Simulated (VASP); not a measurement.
SiB4C:

```
CELL_PARAMETERS angstrom
2.98709 0.00000 0.00000
-1.49355 2.58690 0.00000
0.00000 0.00000 6.49573
ATOMIC_POSITIONS crystal
Si 0.00000 0.00000 0.50000
B 0.33333 0.66667 0.73775
B 0.33333 0.66667 0.26225
B 0.66667 0.33333 0.73775
B 0.66667 0.33333 0.26225
C 0.00000 0.00000 0.00000
```

The cell was built from a structure type or drawn by symmetry, and may not be a known phase.

```yaml
Program: VASP 6.6.1
Task: relaxation of cell and atoms
Functional: PBE
Potentials_or_basis: VASP PAW PBE potentials, release 64 (Si, B, C)
Cutoff: 600 eV
k_mesh: 6 × 6 × 4
Occupations: gaussian, width 0.1 eV
Spin: no spin polarisation
```

At the start: pressure -6.1 GPa; volume 8.37 Å³/atom.

Task: How do energy, volume and symmetry change on relaxing?

Result: Over 9 steps the energy falls by 37.2 meV/atom and the volume is 7.89 Å³/atom (-5.7 %); space group P6/mmm (No. 191, to 0.1 Å) before and after.

The path:
| step | energy change (eV) | largest force (eV/Å) | pressure (GPa) | volume (Å³) |
| --- | --- | --- | --- | --- |
| 1 | 0.0000 | 0.5903 | -6.06 | 50.19 |
| 2 | -0.0923 | 0.4785 | 1.51 | 47.93 |
| 3 | -0.0945 | 0.4576 | 3.08 | 47.52 |
| 4 | -0.1741 | 0.3228 | 2.59 | 47.14 |
| 5 | -0.2051 | 0.0160 | 2.44 | 46.41 |
| 6 | -0.2147 | 0.1038 | 2.39 | 46.65 |
| 7 | -0.2224 | 0.0348 | -0.85 | 47.54 |
| 8 | -0.2226 | 0.0440 | -0.41 | 47.41 |
| 9 | -0.2231 | 0.0216 | 0.09 | 47.33 |

Final structure:
```
CELL_PARAMETERS angstrom
2.95493 0.00000 0.00000
-1.47747 2.55905 0.00000
0.00000 0.00000 6.25885
ATOMIC_POSITIONS crystal
Si 0.00000 0.00000 0.50000
B 0.33333 0.66667 0.75746
B 0.33333 0.66667 0.24254
B 0.66667 0.33333 0.75746
B 0.66667 0.33333 0.24254
C 0.00000 0.00000 0.00000
```

Caveat: the k points lie up to 0.41 Å⁻¹ apart in the final cell, too coarse for converged energies and pressures of a metal.
